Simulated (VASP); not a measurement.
# Fe (Im-3m) in VASP: further runs

Fe is run at these levels: r2SCAN; tasks: single point.

Everything below comes from runs of VASP 6.6.1. Logs are shortened: lines on timing, memory, paths and dates and some standing lists are left out, and cuts for length are marked.

## Step 1: The cell of the first run

The structure is cubic, space group Im-3m (No. 229). Conventional cell: a = 2.616 Å, b = 2.616 Å, c = 2.616 Å, α = 90.00°, β = 90.00°, γ = 90.00°. Fe (site symmetry m-3m) has 14 Fe at 2.27 to 2.62 Å within 3.0 Å.

## Step 2: Single point, r2SCAN (volume scaled by 0.88)

The input, POSCAR:

```
Fe
1.0
   -1.3080727857      1.3080727857      1.3080727857
    1.3080727857     -1.3080727857      1.3080727857
    1.3080727857      1.3080727857     -1.3080727857
Fe
1
Direct
    0.0000000000      0.0000000000      0.0000000000
```

The input, INCAR.step1:

```
SYSTEM = Fe
  PREC = Accurate
  ENCUT = 520
  ISMEAR = -1
  SIGMA = 0.1
  LREAL = .FALSE.
  LASPH = .TRUE.
  NELM = 60
  NBANDS = 10
  GGA = PE
  ALGO = Normal
  EDIFF = 1E-4
  LWAVE = .TRUE.
  LCHARG = .FALSE.
```

The input, INCAR.step2:

```
SYSTEM = Fe
  PREC = Accurate
  ENCUT = 520
  EDIFF = 1E-6
  ISMEAR = -1
  SIGMA = 0.1
  LREAL = .FALSE.
  LASPH = .TRUE.
  NELM = 60
  ALGO = Normal
  ISIF = 2
  LWAVE = .FALSE.
  LCHARG = .FALSE.
  METAGGA = R2SCAN
  LMIXTAU = .TRUE.
  NBANDS = 10
  ISTART = 1
```

The input, KPOINTS:

```
Automatic mesh
0
G
  26 26 26
  0 0 0
```

Potentials or basis: VASP PAW PBE potentials, release 64 (Fe).

On the command line:

```
$ cat potpaw_PBE.64/Fe/POTCAR > POTCAR
$ cp INCAR.step1 INCAR
$ mpirun -np 1 vasp_std > vasp.out
$ cp INCAR.step2 INCAR
$ mpirun -np 1 vasp_std > vasp.out
```

OUTCAR:

```text
SYSTEM = Fe
   PREC = Accurate
   ENCUT = 520
   EDIFF = 1E-6
   ISMEAR = -1
   LREAL = .FALSE.
   LASPH = .TRUE.
   NELM = 60
   ISIF = 2
   METAGGA = R2SCAN
   ISTART = 1

 ion  position               nearest neighbor table
   1  0.000  0.000  0.000-

  LATTYP: Found a body centered cubic cell.
 ALAT       =     2.6161455714

  Lattice vectors:

 A1 = (  -1.3080727857,   1.3080727857,   1.3080727857)
 A2 = (   1.3080727857,  -1.3080727857,   1.3080727857)
 A3 = (   1.3080727857,   1.3080727857,  -1.3080727857)

Analysis of symmetry for initial positions (statically):
=====================================================================
 Subroutine PRICEL returns:
 Original cell was already a primitive cell.

 Routine SETGRP: Setting up the symmetry group for a
 body centered cubic supercell.

 Subroutine GETGRP returns: Found 48 space group operations
 (whereof 48 operations were pure point group operations)
 out of a pool of 48 trial point group operations.

The static configuration has the point symmetry O_h .

Analysis of symmetry for dynamics (positions and initial velocities):
=====================================================================
 Subroutine PRICEL returns:
 Original cell was already a primitive cell.

 Routine SETGRP: Setting up the symmetry group for a
 body centered cubic supercell.

 Subroutine GETGRP returns: Found 48 space group operations
 (whereof 48 operations were pure point group operations)
 out of a pool of 48 trial point group operations.

The dynamic configuration has the point symmetry O_h .

 Subroutine INISYM returns: Found 48 space group operations
 (whereof 48 operations are pure point group operations),
 and found     1 'primitive' translations

----------------------------------------------------------------------------------------

                                     Primitive cell

  volume of cell :       8.9527

  direct lattice vectors                    reciprocal lattice vectors
    -1.308072786  1.308072786  1.308072786     0.000000000  0.382241727  0.382241727
     1.308072786 -1.308072786  1.308072786     0.382241727  0.000000000  0.382241727
     1.308072786  1.308072786 -1.308072786     0.382241727  0.382241727  0.000000000

  length of vectors
     2.265648525  2.265648525  2.265648525     0.540571434  0.540571434  0.540571434

  position of ions in fractional coordinates (direct lattice)
     0.000000000  0.000000000  0.000000000

  ion indices of the primitive-cell ions
   primitive index   ion index
                 1           1

----------------------------------------------------------------------------------------

 KPOINTS: Automatic mesh

Automatic generation of k-mesh.
 Grid dimensions read from file:
 generate k-points for:   26   26   26

 Generating k-lattice:

  Cartesian coordinates                     Fractional coordinates (reciprocal lattice)
     0.000000000  0.014701605  0.014701605     0.038461538  0.000000000  0.000000000
     0.014701605  0.000000000  0.014701605     0.000000000  0.038461538  0.000000000
     0.014701605  0.014701605  0.000000000     0.000000000  0.000000000  0.038461538

  Length of vectors
     0.020791209  0.020791209  0.020791209

  Shift w.r.t. Gamma in fractional coordinates (k-lattice)
     0.000000000  0.000000000  0.000000000

 Subroutine IBZKPT returns following result:
 ===========================================

 Found    511 irreducible k-points:

 Following reciprocal coordinates:
            Coordinates               Weight
  0.000000  0.000000  0.000000      1.000000
  0.038462  0.000000  0.000000     12.000000
  0.076923  0.000000  0.000000     12.000000
  0.115385  0.000000  0.000000     12.000000
  0.153846  0.000000  0.000000     12.000000
  0.192308  0.000000  0.000000     12.000000
[... 16 lines left out ...]
  0.346154  0.038462  0.000000     48.000000
  0.384615  0.038462  0.000000     48.000000
 [... further k-points ...]
   k-points           NKPTS =    511   k-points in BZ     NKDIM =    511   number of bands    NBANDS=     10
   number of dos      NEDOS =    301   number of ions     NIONS =      1
   total plane-waves  NPLWV =   5832
   dimension x,y,z NGX =    18 NGY =   18 NGZ =   18
   dimension x,y,z NGXF=    36 NGYF=   36 NGZF=   36
   ions per type =               1
   NGX,Y,Z   is equivalent  to a cutoff of  13.21, 13.21, 13.21 a.u.
   NGXF,Y,Z  is equivalent  to a cutoff of  26.42, 26.42, 26.42 a.u.
 SYSTEM =  Fe
   PREC   = accura    normal or accurate (medium, high low for compatibility)
   ISTART =      1    job   : 0-new  1-cont  2-samecut
   ICHARG =      0    charge: 1-file 2-atom 10-const
   ISPIN  =      1    spin polarized calculation?
   LNONCOLLINEAR =      F non collinear calculations
   LSORBIT =      F    spin-orbit coupling
   LASPH  =      T    aspherical Exc in radial PAW
   ENCUT  =  520.0 eV  38.22 Ry    6.18 a.u.   4.21  4.21  4.21*2*pi/ulx,y,z
   NELM   =     60;   NELMIN=  2; NELMDL=  0     # of ELM steps
   EDIFF  = 0.1E-05   stopping-criterion for ELM
   LREAL  =      F    real-space projection
   EDIFFG = 0.1E-04   stopping-criterion for IOM
   NSW    =      0    number of steps for IOM
   IBRION =     -1    ionic relax: 0-MD 1-quasi-New 2-CG
   NFREE  =      0    steps in history (QN), initial steepest desc. (CG)
   ISIF   =      2    stress and relaxation
   ISYM   =      2    0-nonsym 1-usesym 2-fastsym
   POTIM  = 0.5000    time-step for ionic-motion
   TEBEG  =    0.0;   TEEND  =   0.0 temperature during run
   PSTRESS=    0.0 pullay stress
   NELECT =       8.0000    total number of electrons
   NUPDOWN=      -1.0000    fix difference up-down
   EMIN   =  10.00;   EMAX   =-10.00  energy-range for DOS
   EFERMI =   0.00;   METHOD = LEGACY
   ISMEAR =    -1;   SIGMA  =   0.10  broadening in eV -4-tet -1-fermi 0-gaus
   EFERMI_NEDOS =   21; number of points for ismear=-14 and -15
   IALGO  =     38    algorithm
   IMIX   =      4    mixing-type and parameters
     AMIX     =   0.40;   BMIX     =  1.00
     AMIX_MAG =   1.60;   BMIX_MAG =  1.00
  volume/ion in A,a.u.               =       8.95        60.42
  Fermi-wavevector in a.u.,A,eV,Ry     =   1.576835  2.979786 33.829643  2.486409
  Thomas-Fermi vector in A             =   2.677608
   LORBIT       =      0    0 simple, 1 ext, 2 COOP (PROOUT), +10 PAW based schemes
   METAGGA = R2SCAN    functional components
   LHFCALC =     F    Hartree Fock is set to
   AEXX    =    0.0000 exact exchange contribution
   IVDW    =     0    specifies the selected vdW correction
   LEPSILON=     F    determine dielectric tensor
   LRPA    =     F    only Hartree local field effects (RPA)
 non-spin polarized calculation
  energy-cutoff  :      520.00
  volume of cell :        8.95
 maximum number of plane-waves:       250
 NGX is ok and might be reduce to    18
   NGX =  9   NGY =  9   NGZ =  9

 number of electron       7.9999994 magnetization

 Free energy of the ion-electron system (eV)
  ---------------------------------------------------
  ext. energy  EPLUGINS =         0.00000000
  ---------------------------------------------------
  free energy    TOTEN  =       -13.16911923 eV

  energy without entropy =      -13.09120618  energy(sigma->0) =      -13.13016270

 E-fermi :   8.5462     XC(G=0): -15.9279

 val. band max:        8.5400421508   @ k =   0.3462   0.1923   0.0385
 cond. band min:       8.5469834277   @ k =  -0.4231  -0.4615   0.2308
 fundamental gap:      0.0069412770
 Fermi energy:         8.5461534812

 k-point     1 :       0.0000    0.0000    0.0000
  band No.  band energies     occupation
      1      -1.8504      2.00000
      2       6.1530      2.00000
      3       6.1530      2.00000
      4       6.1530      2.00000
      5       8.5161      1.14939
      6       8.5161      1.14938
      7      37.0514      0.00000
      8      37.0514      0.00000
      9      37.0514      0.00000
     10      44.1690      0.00000

 k-point     2 :       0.0385    0.0000    0.0000
  band No.  band energies     occupation
      1      -1.7723      2.00000
      2       6.1256      2.00000
      3       6.1499      2.00000
      4       6.2026      2.00000
      5       8.4856      1.29393
      6       8.5182      1.13885
      7      36.6607      0.00000
      8      36.9815      0.00000
      9      37.0479      0.00000
     10      43.9972      0.00000

 k-point     3 :       0.0769    0.0000    0.0000
  band No.  band energies     occupation
      1      -1.5407      2.00000
      2       6.0455      2.00000
      3       6.1370      2.00000
      4       6.3494      2.00000
      5       8.4032      1.61375
      6       8.5250      1.10529
      7      35.6477      0.00000
      8      36.7429      0.00000
      9      37.0382      0.00000
     10      43.6773      0.00000

 k-point     4 :       0.1154    0.0000    0.0000
  band No.  band energies     occupation
      1      -1.1646      2.00000
      2       5.9186      2.00000
      3       6.1053      2.00000
      4       6.5884      2.00000
      5       8.2941      1.85118
      6       8.5374      1.04367
      7      34.2569      0.00000
      8      36.2817      0.00000
      9      37.0237      0.00000
     10      43.5276      0.00000
[... 222 lines left out ...]
 k-point    22 :       0.3077    0.0385    0.0000
  band No.  band energies     occupation
      1       2.0025      2.00000
      2       4.8741      2.00000
      3       6.2573      2.00000
      4       8.2581      1.89371
      5       8.7665      0.19884
      6       9.0549      0.01227
      7      24.3705      0.00000
      8      31.3875      0.00000
      9      36.1337      0.00000
     10      37.6232      0.00000

 k-point    23 :       0.3462    0.0385    0.0000
  band No.  band energies     occupation
      1       2.2338      2.00000
      2       4.7152      2.00000
      3       6.8118      2.00000
      4       8.3554      1.74145
      5       8.8295      0.11111
      6       9.5237      0.00011
      7      22.6445      0.00000
      8      30.7331      0.00000
      9      35.3654      0.00000
     10      37.4415      0.00000

 k-point    24 :       0.3846    0.0385    0.0000
  band No.  band energies     occupation
      1       2.3147      2.00000
      2       4.5894      2.00000
      3       7.4742      1.99996
      4       8.4416      1.47974
      5       8.9136      0.04948
      6       9.9397      0.00000
      7      21.1158      0.00000
      8      30.2193      0.00000
      9      34.6903      0.00000
     10      37.3611      0.00000

 [... further k-points ...]
[... 5 lines left out ...]
  --------------------------------------------------------------------------------------
  -------------------------------------------------------------------------------------
  Total        2.8713011      2.8713011      2.8713011      0.0000000     -0.0000000      0.0000000
  in kB      513.8467361    513.8467361    513.8467361      0.0000000     -0.0000000      0.0000000
  external PRESSURE =     513.8467361 kB  Pullay stress =       0.0000000 kB

 VOLUME and BASIS-vectors are now :
 -----------------------------------------------------------------------------
  energy-cutoff  :      520.00
  volume of cell :        8.95
      direct lattice vectors                 reciprocal lattice vectors
    -1.308072786  1.308072786  1.308072786     0.000000000  0.382241727  0.382241727
     1.308072786 -1.308072786  1.308072786     0.382241727  0.000000000  0.382241727
     1.308072786  1.308072786 -1.308072786     0.382241727  0.382241727  0.000000000

 POSITION                                       TOTAL-FORCE (eV/Angst)
 -----------------------------------------------------------------------------------
      0.00000      0.00000      0.00000         0.000000     -0.000000     -0.000000
 -----------------------------------------------------------------------------------
    total drift:                                0.000000     -0.000000      0.000000

  FREE ENERGIE OF THE ION-ELECTRON SYSTEM (eV)
  ---------------------------------------------------
  free  energy   TOTEN  =       -13.1691192261 eV

  energy  without entropy=      -13.0912061759  energy(sigma->0) =      -13.13016270
```

Wall time 1.9 min (1 thread of AMD EPYC 9R45 (Zen 5), shared host); peak memory 0.13 GiB.

Results:

```yaml
Free_energy: -13.1691 eV
Pressure: 51.4 GPa
Band_gap_on_the_k_mesh: zero (band 4 reaches 9.80 eV, above the bottom of band 5 at 7.11 eV)
```

Caveat: the PAW data sets were made with another functional, which shifts forces and pressure a little; the run has no spin polarisation, though such a crystal can be magnetic. Spin polarisation is off, so any magnetic state and its effect on volume and gap are missing.

## Step 3: Single point, r2SCAN (volume scaled by 0.92)

The input, POSCAR:

```
Fe
1.0
   -1.3275991389      1.3275991389      1.3275991389
    1.3275991389     -1.3275991389      1.3275991389
    1.3275991389      1.3275991389     -1.3275991389
Fe
1
Direct
    0.0000000000      0.0000000000      0.0000000000
```

The input, INCAR.step1:

```
ALGO = Normal
EDIFF = 1E-4
ENCUT = 520
GGA = PE
ISMEAR = -1
LASPH = True
LCHARG = False
LREAL = False
LWAVE = True
NBANDS = 10
NELM = 80
PREC = Accurate
SIGMA = 0.1
```

The input, INCAR.step2:

```
ALGO = Normal
EDIFF = 1E-6
ENCUT = 520
ISIF = 2
ISMEAR = -1
ISTART = 1
LASPH = True
LCHARG = True
LELF = True
LMIXTAU = True
LREAL = False
LVHAR = True
LWAVE = False
METAGGA = R2SCAN
NBANDS = 10
NELM = 80
PREC = Accurate
SIGMA = 0.1
```

The input, KPOINTS:

```
k-points
0
Gamma
  26 26 26
```

Potentials or basis: VASP PAW PBE potentials, release 64 (Fe).

On the command line:

```
$ cat potpaw_PBE.64/Fe/POTCAR > POTCAR
$ cp INCAR.step1 INCAR
$ mpirun -np 1 vasp_std > vasp.out
$ cp INCAR.step2 INCAR
$ mpirun -np 1 vasp_std > vasp.out
```

It took 1.9 min on 1 thread of AMD EPYC 9R45 (Zen 5), shared host; peak memory 0.13 GiB.

The run converged. Its results:

```yaml
Free_energy: -13.2722 eV
Pressure: 30.5 GPa
Band_gap_on_the_k_mesh: zero (band 4 reaches 9.14 eV, above the bottom of band 5 at 6.65 eV)
```

Levels at points of the mesh, in eV from the Fermi level:
| k point | band 1 | band 2 | band 3 | band 4 | band 5 | band 6 | band 7 | band 8 |
| --- | --- | --- | --- | --- | --- | --- | --- | --- |
| (0.00, 0.00, 0.00) | -10.12 | -2.25 | -2.25 | -2.25 | -0.02 | -0.02 | 28.04 | 28.04 |
| (0.50, 0.00, 0.00) | -5.94 | -3.85 | -0.06 | 0.31 | 0.40 | 1.55 | 10.07 | 20.91 |
| (0.50, 0.50, 0.50) | -5.73 | -5.73 | 1.17 | 1.17 | 1.17 | 12.04 | 12.04 | 12.04 |

Caveat: the PAW data sets were made with another functional, which shifts forces and pressure a little; the run has no spin polarisation, though such a crystal can be magnetic. Spin polarisation is off, so any magnetic state and its effect on volume and gap are missing.

## Step 4: Single point, r2SCAN (volume scaled by 0.96)

The input, POSCAR:

```
Fe
1.0
   -1.3465674036      1.3465674036      1.3465674036
    1.3465674036     -1.3465674036      1.3465674036
    1.3465674036      1.3465674036     -1.3465674036
Fe
1
Direct
    0.0000000000      0.0000000000      0.0000000000
```

The input, INCAR.step1:

```
SYSTEM = Fe
PREC     = Accurate       ! precision mode
ENCUT    = 520            ! plane-wave cutoff, eV
ISMEAR   = -1             ! smearing method
SIGMA    = 0.1            ! smearing width, eV
LREAL    = .FALSE.        ! projectors in reciprocal space
LASPH    = .TRUE.         ! aspherical terms in the spheres
NELM     = 60             ! most SCF steps
NBANDS   = 10             ! bands
GGA      = PE             ! functional
ALGO     = Normal         ! electronic algorithm
EDIFF    = 1E-4           ! SCF threshold, eV
LWAVE    = .TRUE.         ! write WAVECAR
LCHARG   = .FALSE.        ! write CHGCAR
```

The input, INCAR.step2:

```
SYSTEM = Fe
PREC     = Accurate       ! precision mode
ENCUT    = 520            ! plane-wave cutoff, eV
EDIFF    = 1E-6           ! SCF threshold, eV
ISMEAR   = -1             ! smearing method
SIGMA    = 0.1            ! smearing width, eV
LREAL    = .FALSE.        ! projectors in reciprocal space
LASPH    = .TRUE.         ! aspherical terms in the spheres
NELM     = 60             ! most SCF steps
ALGO     = Normal         ! electronic algorithm
ISIF     = 2              ! what is computed and relaxed
LWAVE    = .FALSE.        ! write WAVECAR
LCHARG   = .FALSE.        ! write CHGCAR
METAGGA  = R2SCAN         ! meta-GGA
LMIXTAU  = .TRUE.       
NBANDS   = 10             ! bands
ISTART   = 1
```

The input, KPOINTS:

```
Automatic mesh
0
G
  26 26 26
  0 0 0
```

On the command line:

```
$ cat potpaw_PBE.64/Fe/POTCAR > POTCAR
$ cp INCAR.step1 INCAR
$ mpirun -np 1 vasp_std > vasp.out
$ cp INCAR.step2 INCAR
$ mpirun -np 1 vasp_std > vasp.out
```

It took 1.9 min on 1 thread of AMD EPYC 9R45 (Zen 5), shared host; peak memory 0.14 GiB.

Results (log left out):

* Free energy: -13.3279 eV
* Pressure: 13.9 GPa
* Band gap on the k mesh: zero (band 4 reaches 8.54 eV, above the bottom of band 5 at 6.22 eV)

Levels at points of the mesh, in eV from the Fermi level:
```tsv
k point	band 2	band 3	band 4	band 5	band 6	band 7
(0.00, 0.00, 0.00)	-2.13	-2.13	-2.13	-0.01	-0.01	27.60
(0.50, 0.00, 0.00)	-3.63	-0.06	0.29	0.37	1.45	9.60
(0.50, 0.50, 0.50)	-5.38	1.09	1.09	1.09	11.66	11.66
```

Caveat: the PAW data sets were made with another functional, which shifts forces and pressure a little; the run has no spin polarisation, though such a crystal can be magnetic. Spin polarisation is off, so any magnetic state and its effect on volume and gap are missing.

[end of part 1 of 2]
